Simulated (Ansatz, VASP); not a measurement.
## Two plane-wave programs on Pd

INCAR

```
SYSTEM = Pd
PREC = Accurate
ENCUT = 520
EDIFF = 1E-6
ISMEAR = -1
SIGMA = 0.05
LREAL = .False.
LASPH = .True.
NELM = 150
ALGO = Normal
ISIF = 2
LWAVE = .False.
LCHARG = .False.
ISPIN = 2
MAGMOM = 0.5 0.5 0.5
LORBIT = 11
LMAXMIX = 4
GGA = RE
NBANDS = 26
```

KPOINTS

```
regular mesh
0
Gamma
  9 9 13
  0 0 0
```

The input POSCAR:

```
Pd
1.0
    4.6557185627      0.0000000000      0.0000000000
   -2.3278592814      4.0319705482      0.0000000000
    0.0000000000      0.0000000000      2.7611957588
Pd
3
Direct
    1.0000000000      0.0000000000      0.0000000000
    0.3333333333      0.6666666667      0.5000000000
    0.6666666667      0.3333333333      0.5000000000
```

Input for Ansatz:

```yaml
crystal:
  lattice:
    - [4.6557185627, 0.0, 0.0]
    - [-2.3278592814, 4.0319705482, 0.0]
    - [0.0, 0.0, 2.7611957588]
  atoms:
    - { symbol: Pd, position: [1.0, 0.0, 0.0], spin: 0.5 }
    - { symbol: Pd, position: [0.3333333333, 0.6666666667, 0.5], spin: 0.5 }
    - { symbol: Pd, position: [0.6666666667, 0.3333333333, 0.5], spin: 0.5 }
hamiltonian:
  xc: revpbe
  pseudopotentials:
    kind: paw
    azcp:
      Pd: "pseudopotentials/Pd.paw.azcp"
basis:
  ecutwfc: 420
  fft_grid_basis: typed
kpoints:
  mp_grid: { grid: [9, 9, 13], shift: [0, 0, 0] }
magnetization:
  spin_polarized: true
scf:
  occupations: { method: fermi_dirac, width: 0.05 }
  lower_state_search: "off"
output:
  stress: true
```

Alike in both runs: task single point; functional revPBE; k mesh 9 × 9 × 13; occupations fermi-dirac, width 0.05 eV; collinear spin.

|  | VASP | Ansatz |
| --- | --- | --- |
| version | VASP 6.6.1 | Ansatz 0.2.0 |
| potentials or method | VASP PAW PBE potentials, release 64 (Pd), cutoff 520 eV | plane waves (420 eV) with PAW, scalar-relativistic |
| valence electrons in the cell | 30 | 54 |

Ansatz gave:

* pressure (GPa): -8.8
* traceless stress, the component that is largest in VASP (GPa): 0.33
* net moment per atom (μB): 0.21
* size of the moment on the site where the two differ most (μB): 0.21

**Question.** Estimate VASP's values.

**Answer.** Pressure (GPa): -9.0; traceless stress, the component that is largest in VASP (GPa): 0.35; net moment per atom (μB): 0.21; size of the moment on the site where the two differ most (μB): 0.20.

VASP's potentials were made for PBE, not for revPBE. Site moments also hang on the region over which each program counts them. With one functional, cell and mesh, what is left measures potentials, basis and numerics. VASP's potentials hold 30 valence electrons a cell and Ansatz's 54, so a difference there can come from the potentials and not from the codes.
